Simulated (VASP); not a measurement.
# ZrC: single point with PBE

ZrC:

```
Zr C
1.0
     0.00000    2.36500    2.36500
     2.36500    0.00000    2.36500
     2.36500    2.36500    0.00000
Zr C
1 1
Cartesian
  2.3650 2.3650 2.3650
  0.0000 0.0000 0.0000
```

```yaml
Program: VASP 6.6.1
Task: single point
Functional: PBE
Potentials_or_basis: VASP PAW PBE potentials, release 64 (Zr_sv, C)
Cutoff: 520 eV
k_mesh: 12 × 12 × 12
Occupations: fermi-dirac, width 0.05 eV
Spin: collinear spin
Starting_moments: "[0.6, 0.0] μB"
Fixed_moment: 0.6 μB
Dipole_correction: no
Further_INCAR_settings: ALGO = Normal; EDIFF = 1e-06; NBANDS = 19
```

```json
{
 "Pressure": "-1.1 GPa",
 "Net moment": "0.60 μB per cell",
 "Site moments": "Zr +0.16; C +0.18 μB",
 "Valence electrons inside the program's atomic spheres": "Zr 9.83; C 2.34"
}
```

Wall time 2.4 min on 1 thread of Intel Xeon 8259CL, with other jobs on the host, peak memory 0.21 GiB.

Caveat: the total moment is fixed, so each spin has its own Fermi level and the state may be an excited one.
